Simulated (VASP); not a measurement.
Set up this calculation in VASP 6.6.1, as the native input.

```
Task                   : single point
Functional             : PBE
Potentials or basis    : VASP PAW PBE potentials, release 64 (Mg)
Cutoff                 : 600 eV
k mesh                 : 10 × 10 × 10
Occupations            : gaussian, width 0.1 eV
Spin                   : no spin polarisation
Dipole correction      : no
Further INCAR settings : ALGO = Normal; EDIFF = 1e-06; NBANDS = 7
```

The structure of Mg lies in POSCAR:

```
Mg
1.0
   -1.7719736559      1.7719736559      1.6208459954
    1.7719736559     -1.7719736559      1.6208459954
    1.7719736559      1.7719736559     -1.6208459954
Mg
1
Direct
    0.0000000000      0.0000000000      0.0000000000
```

One way to write it, as run:

INCAR

```
PREC     = Accurate       # precision mode
ENCUT    = 600            # plane-wave cutoff, eV
EDIFF    = 1E-6           # SCF threshold, eV
ISMEAR   = 0              # smearing method
SIGMA    = 0.1            # smearing width, eV
LREAL    = False          # projectors in reciprocal space
LASPH    = True           # aspherical terms in the spheres
NELM     = 120            # most SCF steps
ALGO     = Normal         # electronic algorithm
ISIF     = 2              # what is computed and relaxed
LWAVE    = False          # write WAVECAR
LCHARG   = False          # write CHGCAR
GGA      = PE             # functional
NBANDS   = 7              # bands
GGA_COMPAT= False
```

KPOINTS

```
regular mesh
0
Gamma
  10 10 10
```

Potentials or basis: VASP PAW PBE potentials, release 64 (Mg).

Launch:

```bash
$ cat potpaw_PBE.64/Mg/POTCAR > POTCAR
$ mpirun -np 1 vasp_std > vasp.out
```

It gave:

```json
{
 "Pressure": "5.4 GPa",
 "Band gap on the k mesh": "zero (band 1 reaches 6.81 eV, above the bottom of band 2 at 1.99 eV)"
}
```

Run time: 3.8 s on 1 thread of Intel(R) Xeon(R) 6975P-C (Granite Rapids) (shared host), peak memory 0.14 GiB.
